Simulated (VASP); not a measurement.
# SnO2 (P1) in VASP: further runs, part 2 of 2

VASP 6.6.1.

## Step 3: Single point, PBEsol

Input file INCAR:

```
ALGO = Normal
EDIFF = 1E-6
ENCUT = 520
GGA = PS
ISIF = 2
ISMEAR = -1
LASPH = True
LCHARG = True
LELF = True
LREAL = Auto
LVHAR = True
LWAVE = False
NBANDS = 122
NELM = 60
PREC = Accurate
SIGMA = 0.17
```

Input file KPOINTS:

```
k-points
0
Gamma
  3 3 3
```

Input file POSCAR:

```
SnO2
1.0
   -4.8902720000     -4.8902720000      0.0000000000
    4.8902720000     -4.8902720000      0.0000000000
    0.0000000000      0.0000000000      6.5785150000
Sn O
8 16
Direct
    0.5072826215      0.4913530372      0.0136504971
   -0.0161340719      0.4977228261      0.2559544213
    0.5077120455      0.4610888719      0.5333726533
   -0.0070854954      0.5009639546      0.7254980797
    0.0071672905      0.0243646979      0.0040282647
    0.5348475504     -0.0434433913      0.2672031606
    0.0079545678     -0.0430446405      0.4816436536
    0.4940420492     -0.0207759405      0.7906343605
    0.1872492982      0.4992155856     -0.0093942174
   -0.0383516500      0.1583245267      0.2758373280
    0.7973687353      0.4518460323      0.0385953365
    0.0438830396      0.7927779886      0.2408446283
    0.1913390503      0.4641868591      0.4961150047
    0.0025049731      0.1996719201      0.7791728072
    0.7873386184      0.5000744335      0.4694676534
    0.0509889838      0.8207416684      0.7614636434
    0.6741751788     -0.0556206281      0.0213878056
    0.4895637707      0.6689811937      0.3018310363
    0.3208410493      0.0478296504      0.0039674607
    0.5235598347      0.2712016837      0.2464233949
    0.7142036271      0.0130565335      0.4975438986
    0.5368924264      0.6768846395      0.7588186696
    0.3359117857      0.0458665694      0.5277634846
    0.4958926620      0.2764774638      0.7665255761
```

Potentials or basis: VASP PAW PBE potentials, release 64 (Sn_d, O).

Command:

```
> cat potpaw_PBE.64/Sn_d/POTCAR potpaw_PBE.64/O/POTCAR > POTCAR
> mpirun -np 1 vasp_std > vasp.out
```

OUTCAR:

```text
EDIFF = 1E-6
   ENCUT = 520
   GGA = PS
   ISIF = 2
   ISMEAR = -1
   LASPH = True
   LREAL = Auto
   NELM = 60
   PREC = Accurate

 ion  position               nearest neighbor table
   1  0.507  0.491  0.014-  11 2.03  22 2.12  20 2.16  24 2.20   9 2.22  18 2.26   3 3.17   3 3.43
                             6 3.63   2 3.66   8 3.68
   2  0.984  0.498  0.256-  11 1.95  15 1.95  12 2.08  13 2.15   9 2.24  10 2.36   4 3.09   4 3.49
                             7 3.51   1 3.66   5 3.67
   3  0.508  0.461  0.533-  15 2.00  24 2.00  18 2.10  22 2.11  13 2.20  20 2.30   1 3.17   1 3.43
                             4 3.60   8 3.74
[... 1925 lines left out ...]
  in kB      -58.8954426    -58.7712529    -26.5335772      7.4797232     16.0834483     15.2355765
  external PRESSURE =     -48.0667576 kB  Pullay stress =       0.0000000 kB

 VOLUME and BASIS-vectors are now :
 -----------------------------------------------------------------------------
  energy-cutoff  :      520.00
  volume of cell :      314.65
      direct lattice vectors                 reciprocal lattice vectors
    -4.890272000 -4.890272000  0.000000000    -0.102243802 -0.102243802  0.000000000
     4.890272000 -4.890272000  0.000000000     0.102243802 -0.102243802  0.000000000
     0.000000000  0.000000000  6.578515000     0.000000000  0.000000000  0.152009990

 POSITION                                       TOTAL-FORCE (eV/Angst)
 -----------------------------------------------------------------------------------
     -0.07790     -4.88360      0.08980         0.033029      2.275540      1.413382
     -2.37737     -7.24537      1.68380        -3.130768     -1.461273     -1.988215
     -0.22800     -4.73770      3.50880         0.710049      2.043110     -2.566087
     -2.40577     -7.30547      4.77270        -1.430028     -0.039649      2.885556
      0.08410     -0.15420      0.02650        -1.433433      0.171340      0.798468
      2.06227     -7.29337      1.75780         4.271358      0.395265      3.175300
[... 16 lines left out ...]
     -1.41840     -1.86700      3.47190        -0.754065      2.177749     -1.176725
     -1.07300     -3.77710      5.04260         0.888873     -2.369253      0.717032
 -----------------------------------------------------------------------------------
    total drift:                               -0.009767     -0.034002      0.001345

  FREE ENERGIE OF THE ION-ELECTRON SYSTEM (eV)
  ---------------------------------------------------
  free  energy   TOTEN  =      -151.3535467115 eV

  energy  without entropy=     -151.2660469974  energy(sigma->0) =     -151.30979685
```

stdout:

```text
POSCAR found type information on POSCAR SnO
 POSCAR found :  2 types and      24 ions
 scaLAPACK will be used
 -----------------------------------------------------------------------------
|                                                                             |
|                                                                             |
|     You enforced a specific xc type in the INCAR file but a different       |
|     I HOPE YOU KNOW WHAT YOU ARE DOING!                                     |
|                                                                             |
 -----------------------------------------------------------------------------

 LDA part: xc-table for (Slater+PW92), standard interpolation
 POSCAR, INCAR and KPOINTS ok, starting setup
 FFT: planning ... GRIDC
 FFT: planning ... GRID_SOFT
 FFT: planning ... GRID
 WAVECAR not read
 entering main loop
```

It took 45 min on 1 thread of Intel Xeon 8259CL, shared host; peak memory 0.53 GiB.

What came out:

| Quantity | Value |
| --- | --- |
| Free energy | -151.3535 eV |
| Pressure | -4.8 GPa |
| Largest force | 5.337 eV/Å |
| Band gap on the k mesh | 0.02 eV (least direct gap 0.24 eV) |

Forces on the atoms (eV/Å):
```
Sn   0.033  2.276  1.413
Sn  -3.131 -1.461 -1.988
Sn   0.710  2.043 -2.566
Sn  -1.430 -0.040  2.886
Sn  -1.433  0.171  0.798
Sn   4.271  0.395  3.175
Sn   0.593 -2.201  3.188
Sn  -0.045 -0.167 -4.394
O   -0.085 -0.066  0.502
O    0.799 -2.161 -1.730
O    0.611 -0.737 -2.393
O   -0.162  0.875 -0.634
O    0.951  0.092  0.008
O    1.288 -0.239 -2.210
O   -0.942 -1.518  2.843
O   -0.247  1.707 -0.717
O   -2.901 -2.579 -1.878
O   -0.071  0.300 -1.524
O    0.841  2.645  2.623
O    1.467 -0.781  0.838
O   -1.119  0.842  1.856
O   -0.134  0.795  0.362
O   -0.754  2.178 -1.177
O    0.889 -2.369  0.717
```

Caveat: the cell stands under tension; the smearing spreads over this small gap; semilocal functionals underestimate gaps, and a narrow one can read as zero; the PAW data sets were made with another functional, which shifts forces and pressure a little; spin-orbit coupling is left out, which moves the levels of the heavy elements. A k mesh can miss the band edges.
